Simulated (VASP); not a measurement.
Write the native input for VASP 6.6.1 that does the following.

```yaml
Task: single point
Functional: PBE
Potentials_or_basis: VASP PAW PBE potentials, release 64 (Cu)
Cutoff: 520 eV
k_mesh: 13 × 13 × 13
Occupations: gaussian, width 0.027 eV
Spin: no spin polarisation
Dipole_correction: no
Further_INCAR_settings: ALGO = Normal; EDIFF = 1e-07; NBANDS = 12
```

The structure of Cu lies in POSCAR:

```
Cu
1.0
   -1.4427933200      1.4427933200      1.3760814500
    1.4427933200     -1.4427933200      1.3760814500
    1.4427933200      1.4427933200     -1.3760814500
Cu
1
Direct
    0.0000000000      0.0000000000      0.0000000000
```

One way to write it, as run:

INCAR

```
ALGO = Normal ; EDIFF = 1E-7
ENCUT = 520 ; GGA = PE
ISIF = 2 ; ISMEAR = 0
LASPH = True ; LCHARG = True
LELF = True ; LREAL = False
LVHAR = True ; LWAVE = False
NBANDS = 12 ; NELM = 60
PREC = Accurate ; SIGMA = 0.027000000000000003
```

KPOINTS

```
k-points
0
Gamma
  13 13 13
```

Potentials or basis: VASP PAW PBE potentials, release 64 (Cu).

Command:

```bash
$ cat potpaw_PBE.64/Cu/POTCAR > POTCAR
$ mpirun -np 1 vasp_std > vasp.out
```

Results of the run:

```
Pressure : 7.8 GPa
```

Run time: 9.4 s on 1 thread of Intel(R) Xeon(R) 6975P-C (Granite Rapids) (shared host), peak memory 0.13 GiB.
